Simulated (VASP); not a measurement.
NbIn2S3: single point with PBE

Crystal: NbIn2S3.

```
Nb In S
1.0
     3.37056    0.00000    0.00000
     0.00000    3.37056    0.00000
     0.00000    0.00000   10.93414
Nb In S
1 2 3
Direct
  0.00000 0.00000 0.56445
  0.50000 0.50000 0.74730
  0.00000 0.00000 0.24498
  0.50000 0.00000 0.98808
  0.00000 0.50000 0.98808
  0.50000 0.50000 0.46711
```

- Program: VASP 6.6.1
- Task: single point
- Functional: PBE
- Potentials or basis: VASP PAW PBE potentials, release 64 (Nb_sv, In_d, S)
- Cutoff: 520 eV
- k mesh: 12 × 12 × 4
- Occupations: gaussian, width 0.1 eV
- Spin: no spin polarisation

- Pressure: -0.2 GPa
- Largest force: 0.020 eV/Å

Forces on the atoms (eV/Å):
```
Nb   0.000  0.000 -0.010
In   0.000  0.000 -0.005
In   0.000  0.000 -0.002
S    0.000  0.000 -0.001
S    0.000  0.000 -0.001
S    0.000  0.000  0.020
```

Stress tensor (GPa, compression positive):
```
-0.19  0.00  0.00
 0.00 -0.19  0.00
 0.00  0.00 -0.08
```

Levels at points of the mesh, in eV from the Fermi level:
```tsv
k point	band 26	band 27	band 28	band 29	band 30	band 31
(0.00, 0.00, 0.00)	-2.56	0.17	0.28	0.73	1.37	1.37
(0.50, 0.00, 0.00)	-2.69	-1.96	-1.23	-1.18	-0.58	-0.03
(0.50, 0.50, 0.00)	-1.38	-1.38	-1.28	-0.01	0.81	0.81
(0.00, 0.00, 0.50)	-2.56	0.28	0.73	1.06	1.36	1.36
(0.50, 0.00, 0.50)	-2.58	-1.68	-1.26	-1.19	-0.67	-0.53
(0.50, 0.50, 0.50)	-1.32	-1.32	-1.32	0.19	0.72	0.72
```

Wall time 3.4 min on 1 thread of Intel(R) Xeon(R) 6975P-C (Granite Rapids) (shared host), peak memory 0.48 GiB.

Caveat: spin-orbit coupling is left out, which moves the levels of the heavy elements.
